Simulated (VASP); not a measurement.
Write the native input for VASP 6.6.1 that does the following.

| Item | Value |
| --- | --- |
| Task | single point |
| Functional | r2SCAN |
| Potentials or basis | VASP PAW PBE potentials, release 64 (Si) |
| Cutoff | 520 eV |
| k mesh | 12 × 12 × 12 |
| Occupations | gaussian, width 0.03 eV |
| Spin | no spin polarisation |
| Dipole correction | no |
| Further INCAR settings | ALGO = Normal; EDIFF = 1e-06; NBANDS = 16 |

Crystal: Si.

```xyz
4
Lattice="-3.3254 3.3254 1.9224 3.3254 -3.3254 1.9224 3.3254 3.3254 -1.9224" Properties=species:S:1:pos:R:3 pbc="T T T"
Si    1.1892    1.1892    0.0000
Si    2.1363    2.1363    1.9224
Si    2.1363   -2.1363    1.9224
Si   -2.1363    2.1363    1.9224
```

These files were run (other wordings do the same):

POSCAR

```
Si
1.0
   -3.3254442900      3.3254442900      1.9223856600
    3.3254442900     -3.3254442900      1.9223856600
    3.3254442900      3.3254442900     -1.9223856600
Si
4
Direct
    0.1788010600      0.1788010600      0.3576021200
    0.8211989400      0.8211989400      0.6423978800
    0.1788010600      0.8211989400      0.0000000000
    0.8211989400      0.1788010600      0.0000000000
```

INCAR.step1

```
PREC = Accurate ; ENCUT = 520
ISMEAR = 0 ; SIGMA = 0.03
LREAL = F ; LASPH = T
NELM = 60 ; NBANDS = 16
GGA = PE ; ALGO = Normal
EDIFF = 1E-4 ; LWAVE = T
LCHARG = F
```

INCAR.step2

```
PREC = Accurate ; ENCUT = 520
EDIFF = 1E-6 ; ISMEAR = 0
SIGMA = 0.03 ; LREAL = F
LASPH = T ; NELM = 60
ALGO = Normal ; ISIF = 2
LWAVE = F ; LCHARG = F
METAGGA = R2SCAN ; LMIXTAU = T
NBANDS = 16 ; ISTART = 1
```

KPOINTS

```
regular mesh
0
Gamma
  12 12 12
```

Potentials or basis: VASP PAW PBE potentials, release 64 (Si).

The run is started by

```sh
$ cat potpaw_PBE.64/Si/POTCAR > POTCAR
$ cp INCAR.step1 INCAR
$ mpirun -np 1 vasp_std > vasp.out
$ cp INCAR.step2 INCAR
$ mpirun -np 1 vasp_std > vasp.out
```

It gave:

```yaml
Pressure: -0.1 GPa
Band_gap_on_the_k_mesh: 0.41 eV (least direct gap 0.59 eV)
```

Caveat: the PAW data sets were made with another functional, which shifts forces and pressure a little.

Wall time 6.5 min on 1 thread of Intel(R) Xeon(R) 6975P-C (Granite Rapids), with other jobs on the host, peak memory 0.34 GiB.
